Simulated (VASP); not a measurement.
# CsCdCl3 (P4/mmm) in VASP: a series of runs

CsCdCl3 is run at these levels: LDA; tasks: single point.

All numbers are computed with VASP 6.6.1; they aren't measurements. Logs are shortened: lines on timing, memory, paths and dates and some standing lists are left out, and cuts for length are marked.

### 1 The cell of the first run

Symmetry: P4/mmm, No. 123, tetragonal system. Conventional cell: a = 5.122 Å, b = 5.122 Å, c = 5.278 Å, α = 90.00°, β = 90.00°, γ = 90.00°. Within 4.8 Å of Cs (site symmetry 4/mmm) lie 12 Cl at 3.62 to 3.68 Å and 8 Cd at 4.48 Å. Within 3.4 Å of Cd (site symmetry 4/mmm) lie 6 Cl at 2.56 to 2.64 Å. Cl (site symmetry mmm) has 2 Cd at 2.56 Å within 3.4 Å. Within 3.7 Å of Cl (site symmetry 4/mmm) lie 2 Cd at 2.64 Å and 4 Cs at 3.62 Å and 8 Cl at 3.68 Å.

### 2 Single point, LDA (strain -0.015 along x and y, +0.015 along z)

Input file INCAR:

```
SYSTEM = CsCdCl3
  ALGO = Normal
  EDIFF = 1E-6
  ENCUT = 520
  GGA = CA
  ISIF = 2
  ISMEAR = 0
  LASPH = .True.
  LCHARG = .True.
  LELF = .True.
  LREAL = .False.
  LVHAR = .True.
  LWAVE = .False.
  NBANDS = 29
  NELM = 100
  PREC = Accurate
  SIGMA = 0.05
```

Input file KPOINTS:

```
k-points
0
Gamma
  6 6 6
  0 0 0
```

Input file POSCAR:

```
CsCdCl3
1.0
    5.1220000000      0.0000000000      0.0000000000
    0.0000000000      5.1220000000      0.0000000000
    0.0000000000      0.0000000000      5.2780000000
Cs Cd Cl
1 1 3
Direct
    0.0000000000      0.0000000000      0.0000000000
    0.5000000000      0.5000000000      0.5000000000
    0.0000000000      0.5000000000      0.5000000000
    0.5000000000      0.0000000000      0.5000000000
    0.5000000000      0.5000000000      0.0000000000
```

Potentials or basis: VASP PAW LDA potentials, release 64 (Cs_sv, Cd, Cl).

Run with:

```sh
> cat potpaw_LDA.64/Cs_sv/POTCAR potpaw_LDA.64/Cd/POTCAR potpaw_LDA.64/Cl/POTCAR > POTCAR
> mpirun -np 1 vasp_std > vasp.out
```

OUTCAR:

```text
SYSTEM = CsCdCl3
   EDIFF = 1E-6
   ENCUT = 520
   GGA = CA
   ISIF = 2
   ISMEAR = 0
   LASPH = .True.
   LREAL = .False.
   NELM = 100
   PREC = Accurate

 ion  position               nearest neighbor table
   1  0.000  0.000  0.000-
   2  0.500  0.500  0.500-   3 2.56   4 2.56   4 2.56   3 2.56   5 2.64   5 2.64
   3  0.000  0.500  0.500-   2 2.56   2 2.56
   4  0.500  0.000  0.500-   2 2.56   2 2.56
   5  0.500  0.500  0.000-   2 2.64   2 2.64

  LATTYP: Found a simple tetragonal cell.
 ALAT       =     5.1220000000
 C/A-ratio  =     1.0304568528

  Lattice vectors:

 A1 = (   5.1220000000,   0.0000000000,   0.0000000000)
 A2 = (   0.0000000000,   5.1220000000,   0.0000000000)
 A3 = (   0.0000000000,   0.0000000000,   5.2780000000)

Analysis of symmetry for initial positions (statically):
=====================================================================
 Subroutine PRICEL returns:
 Original cell was already a primitive cell.

 Routine SETGRP: Setting up the symmetry group for a
 simple tetragonal supercell.

 Subroutine GETGRP returns: Found 16 space group operations
 (whereof 16 operations were pure point group operations)
 out of a pool of 16 trial point group operations.

The static configuration has the point symmetry D_4h.

Analysis of symmetry for dynamics (positions and initial velocities):
=====================================================================
 Subroutine PRICEL returns:
 Original cell was already a primitive cell.

 Routine SETGRP: Setting up the symmetry group for a
 simple tetragonal supercell.

 Subroutine GETGRP returns: Found 16 space group operations
 (whereof 16 operations were pure point group operations)
 out of a pool of 16 trial point group operations.

The dynamic configuration has the point symmetry D_4h.

 Subroutine INISYM returns: Found 16 space group operations
 (whereof 16 operations are pure point group operations),
 and found     1 'primitive' translations

----------------------------------------------------------------------------------------

                                     Primitive cell

  volume of cell :     138.4677

  direct lattice vectors                    reciprocal lattice vectors
     5.122000000  0.000000000  0.000000000     0.195236236  0.000000000  0.000000000
     0.000000000  5.122000000  0.000000000     0.000000000  0.195236236  0.000000000
     0.000000000  0.000000000  5.278000000     0.000000000  0.000000000  0.189465707

  length of vectors
     5.122000000  5.122000000  5.278000000     0.195236236  0.195236236  0.189465707

  position of ions in fractional coordinates (direct lattice)
     0.000000000  0.000000000  0.000000000
     0.500000000  0.500000000  0.500000000
     0.000000000  0.500000000  0.500000000
     0.500000000  0.000000000  0.500000000
     0.500000000  0.500000000  0.000000000

  ion indices of the primitive-cell ions
   primitive index   ion index
                 1           1
                 2           2
                 3           3
                 4           4
                 5           5

----------------------------------------------------------------------------------------

 KPOINTS: k-points

Automatic generation of k-mesh.
 Grid dimensions read from file:
 generate k-points for:    6    6    6

 Generating k-lattice:

  Cartesian coordinates                     Fractional coordinates (reciprocal lattice)
     0.032539373  0.000000000  0.000000000     0.166666667  0.000000000  0.000000000
     0.000000000  0.032539373  0.000000000     0.000000000  0.166666667  0.000000000
     0.000000000  0.000000000  0.031577618     0.000000000  0.000000000  0.166666667

  Length of vectors
     0.032539373  0.032539373  0.031577618

  Shift w.r.t. Gamma in fractional coordinates (k-lattice)
     0.000000000  0.000000000  0.000000000

 Subroutine IBZKPT returns following result:
 ===========================================

 Found     40 irreducible k-points:

 Following reciprocal coordinates:
            Coordinates               Weight
  0.000000  0.000000  0.000000      1.000000
  0.166667  0.000000  0.000000      4.000000
  0.333333  0.000000  0.000000      4.000000
  0.500000  0.000000  0.000000      2.000000
  0.166667  0.166667  0.000000      4.000000
  0.333333  0.166667  0.000000      8.000000
[... 16 lines left out ...]
  0.333333  0.000000  0.333333      8.000000
  0.500000  0.000000  0.333333      4.000000
 [... further k-points ...]
   k-points           NKPTS =     40   k-points in BZ     NKDIM =     40   number of bands    NBANDS=     29
   number of dos      NEDOS =    301   number of ions     NIONS =      5
   total plane-waves  NPLWV =  64000
   dimension x,y,z NGX =    40 NGY =   40 NGZ =   40
   dimension x,y,z NGXF=    80 NGYF=   80 NGZF=   80
   ions per type =               1   1   3
   NGX,Y,Z   is equivalent  to a cutoff of  12.98, 12.98, 12.60 a.u.
   NGXF,Y,Z  is equivalent  to a cutoff of  25.97, 25.97, 25.20 a.u.
 SYSTEM =  CsCdCl3
   PREC   = accura    normal or accurate (medium, high low for compatibility)
   ISTART =      0    job   : 0-new  1-cont  2-samecut
   ICHARG =      2    charge: 1-file 2-atom 10-const
   ISPIN  =      1    spin polarized calculation?
   LNONCOLLINEAR =      F non collinear calculations
   LSORBIT =      F    spin-orbit coupling
   LASPH  =      T    aspherical Exc in radial PAW
   ENCUT  =  520.0 eV  38.22 Ry    6.18 a.u.   9.52  9.52  9.81*2*pi/ulx,y,z
   NELM   =    100;   NELMIN=  2; NELMDL= -5     # of ELM steps
   EDIFF  = 0.1E-05   stopping-criterion for ELM
   LREAL  =      F    real-space projection
   EDIFFG = 0.1E-04   stopping-criterion for IOM
   NSW    =      0    number of steps for IOM
   IBRION =     -1    ionic relax: 0-MD 1-quasi-New 2-CG
   NFREE  =      0    steps in history (QN), initial steepest desc. (CG)
   ISIF   =      2    stress and relaxation
   ISYM   =      2    0-nonsym 1-usesym 2-fastsym
   POTIM  = 0.5000    time-step for ionic-motion
   TEBEG  =    0.0;   TEEND  =   0.0 temperature during run
   PSTRESS=    0.0 pullay stress
   NELECT =      42.0000    total number of electrons
   NUPDOWN=      -1.0000    fix difference up-down
   EMIN   =  10.00;   EMAX   =-10.00  energy-range for DOS
   EFERMI =   0.00;   METHOD = LEGACY
   ISMEAR =     0;   SIGMA  =   0.05  broadening in eV -4-tet -1-fermi 0-gaus
   EFERMI_NEDOS =   21; number of points for ismear=-14 and -15
   IALGO  =     38    algorithm
   IMIX   =      4    mixing-type and parameters
     AMIX     =   0.40;   BMIX     =  1.00
     AMIX_MAG =   1.60;   BMIX_MAG =  1.00
  volume/ion in A,a.u.               =      27.69       186.89
  Fermi-wavevector in a.u.,A,eV,Ry     =   1.099955  2.078614 16.461715  1.209902
  Thomas-Fermi vector in A             =   2.236359
   LORBIT       =      0    0 simple, 1 ext, 2 COOP (PROOUT), +10 PAW based schemes
   GGA     = CA    functional components
   LHFCALC =     F    Hartree Fock is set to
   AEXX    =    0.0000 exact exchange contribution
   IVDW    =     0    specifies the selected vdW correction
   LEPSILON=     F    determine dielectric tensor
   LRPA    =     F    only Hartree local field effects (RPA)
 non-spin polarized calculation
 Gauss-broadening in eV      SIGMA  =   0.05
  energy-cutoff  :      520.00
  volume of cell :      138.47
 maximum number of plane-waves:      3783
 NGX is ok and might be reduce to    40
   NGX = 19   NGY = 19   NGZ = 19

 number of electron      42.0000003 magnetization

 Free energy of the ion-electron system (eV)
  ---------------------------------------------------
  ext. energy  EPLUGINS =         0.00000000
  ---------------------------------------------------
  free energy    TOTEN  =       -16.81437982 eV

  energy without entropy =      -16.81437982  energy(sigma->0) =      -16.81437982

 E-fermi :   0.3718     XC(G=0):  -9.2084

 val. band max:        0.1126921691   @ k =   0.5000   0.5000   0.5000
 cond. band min:       1.6154346296   @ k =   0.0000   0.0000   0.0000
 fundamental gap:      1.5027424605
 Fermi energy:         0.3717783412

 k-point     1 :       0.0000    0.0000    0.0000
  band No.  band energies     occupation
      1     -18.9114      2.00000
      2     -13.6190      2.00000
      3     -13.0832      2.00000
      4     -12.9414      2.00000
      5      -6.5695      2.00000
      6      -6.5516      2.00000
[... 21 lines left out ...]
     28       7.2753      0.00000
     29      11.0566      0.00000

 k-point     2 :       0.1667    0.0000    0.0000
  band No.  band energies     occupation
      1     -18.9084      2.00000
      2     -13.5781      2.00000
      3     -13.0918      2.00000
      4     -12.9465      2.00000
      5      -6.5887      2.00000
      6      -6.5724      2.00000
[... 21 lines left out ...]
     28       7.5703      0.00000
     29      10.6642      0.00000

 k-point     3 :       0.3333    0.0000    0.0000
  band No.  band energies     occupation
      1     -18.9024      2.00000
      2     -13.4887      2.00000
      3     -13.1155      2.00000
      4     -12.9549      2.00000
      5      -6.9333      2.00000
      6      -6.6243      2.00000
[... 21 lines left out ...]
     28       8.3100      0.00000
     29       9.5223      0.00000

 k-point     4 :       0.5000    0.0000    0.0000
  band No.  band energies     occupation
      1     -18.8994      2.00000
      2     -13.4380      2.00000
      3     -13.1327      2.00000
      4     -12.9584      2.00000
      5      -7.1236      2.00000
      6      -6.6409      2.00000
[... 597 lines left out ...]
     28       8.2628      0.00000
     29       8.9135      0.00000

 k-point    23 :       0.3333    0.0000    0.3333
  band No.  band energies     occupation
      1     -18.8968      2.00000
      2     -13.4088      2.00000
      3     -13.1155      2.00000
      4     -12.9614      2.00000
      5      -7.0062      2.00000
      6      -6.6398      2.00000
[... 21 lines left out ...]
     28       8.3891      0.00000
     29       8.5189      0.00000

 k-point    24 :       0.5000    0.0000    0.3333
  band No.  band energies     occupation
      1     -18.8943      2.00000
      2     -13.3411      2.00000
      3     -13.1434      2.00000
      4     -12.9645      2.00000
      5      -7.1561      2.00000
      6      -6.6644      2.00000
[... 21 lines left out ...]
     28       8.5223      0.00000
     29       8.9355      0.00000

 [... further k-points ...]
[... 5 lines left out ...]
  --------------------------------------------------------------------------------------
  -------------------------------------------------------------------------------------
  Total       -0.5505480     -0.5505480     -1.7060832      0.0000000     -0.0000000      0.0000000
  in kB       -6.3702617     -6.3702617    -19.7406868      0.0000000     -0.0000000      0.0000000
  external PRESSURE =     -10.8270701 kB  Pullay stress =       0.0000000 kB

 VOLUME and BASIS-vectors are now :
 -----------------------------------------------------------------------------
  energy-cutoff  :      520.00
  volume of cell :      138.47
      direct lattice vectors                 reciprocal lattice vectors
     5.122000000  0.000000000  0.000000000     0.195236236  0.000000000  0.000000000
     0.000000000  5.122000000  0.000000000     0.000000000  0.195236236  0.000000000
     0.000000000  0.000000000  5.278000000     0.000000000  0.000000000  0.189465707

 POSITION                                       TOTAL-FORCE (eV/Angst)
 -----------------------------------------------------------------------------------
      0.00000      0.00000      0.00000         0.000000      0.000000      0.000000
      2.56100      2.56100      2.63900         0.000000      0.000000      0.000000
      0.00000      2.56100      2.63900         0.000000      0.000000      0.000000
      2.56100      0.00000      2.63900         0.000000      0.000000      0.000000
      2.56100      2.56100      0.00000         0.000000      0.000000      0.000000
 -----------------------------------------------------------------------------------
    total drift:                                0.000000      0.000000     -0.000000

  FREE ENERGIE OF THE ION-ELECTRON SYSTEM (eV)
  ---------------------------------------------------
  free  energy   TOTEN  =       -16.8143798207 eV

  energy  without entropy=      -16.8143798207  energy(sigma->0) =      -16.81437982
```

Run time: 96 s. Hardware: 1 thread of Intel Xeon Platinum 8488C (Sapphire Rapids), shared host; peak memory 0.29 GiB.

What came out:

```yaml
Free_energy: -16.8144 eV
Pressure: -1.1 GPa
Band_gap_on_the_k_mesh: 1.50 eV (least direct gap 2.19 eV)
```

Caveat: the cell differs from its parent crystal (strain -0.015 along x and y, +0.015 along z); spin-orbit coupling is left out, which moves the levels of the heavy elements. A k mesh can miss the band edges.

### 3 Single point, LDA (strain -0.015 along x and y, +0.030 along z)

Input file INCAR:

```
SYSTEM = CsCdCl3
PREC     = Accurate       ! precision mode
ENCUT    = 520            ! plane-wave cutoff, eV
EDIFF    = 1E-7           ! SCF threshold, eV
ISMEAR   = 0              ! smearing method
SIGMA    = 0.05           ! smearing width, eV
LREAL    = .False.        ! projectors in reciprocal space
LASPH    = .True.         ! aspherical terms in the spheres
NELM     = 60             ! most SCF steps
ALGO     = Normal         ! electronic algorithm
ISIF     = 2              ! what is computed and relaxed
LWAVE    = .False.        ! write WAVECAR
LCHARG   = .False.        ! write CHGCAR
NBANDS   = 29             ! bands
```

Input file KPOINTS:

```
regular mesh
0
Gamma
  6 6 6
  0 0 0
```

Edit POSCAR of step 2 so:

```diff
@@ -4,3 +4,3 @@
     0.0000000000      5.1220000000      0.0000000000
-    0.0000000000      0.0000000000      5.2780000000
+    0.0000000000      0.0000000000      5.3560000000
 Cs Cd Cl
```

Potentials or basis: VASP PAW LDA potentials, release 64 (Cs_sv, Cd, Cl).

Run with:

```sh
> cat potpaw_LDA.64/Cs_sv/POTCAR potpaw_LDA.64/Cd/POTCAR potpaw_LDA.64/Cl/POTCAR > POTCAR
> mpirun -np 1 vasp_std > vasp.out
```

It took 92 s on 1 thread of Intel Xeon Platinum 8488C (Sapphire Rapids), shared host; peak memory 0.29 GiB.

It converged, with:

```yaml
Free_energy: -16.7846 eV
Pressure: -1.5 GPa
Band_gap_on_the_k_mesh: 1.46 eV (least direct gap 2.12 eV)
```

Stress tensor (GPa, compression positive):
```
-0.94  0.00  0.00
 0.00 -0.94  0.00
 0.00  0.00 -2.75
```

Levels at points of the mesh, in eV from the valence-band top:
```tsv
k point	band 19	band 20	band 21	band 22	band 23	band 24
(0.00, 0.00, 0.00)	-0.67	-0.67	-0.67	1.46	5.48	5.71
(0.50, 0.00, 0.00)	-1.05	-0.94	-0.94	4.36	6.87	7.24
(0.50, 0.50, 0.00)	-1.01	-0.36	-0.01	6.21	7.02	7.02
(0.00, 0.00, 0.50)	-0.96	-0.90	-0.90	3.88	6.73	6.89
(0.50, 0.00, 0.50)	-1.15	-0.41	-0.15	5.89	6.72	7.16
(0.50, 0.50, 0.50)	-0.34	-0.18	0.00	5.39	5.64	5.64
```

Caveat: the cell differs from its parent crystal (strain -0.015 along x and y, +0.030 along z); spin-orbit coupling is left out, which moves the levels of the heavy elements.
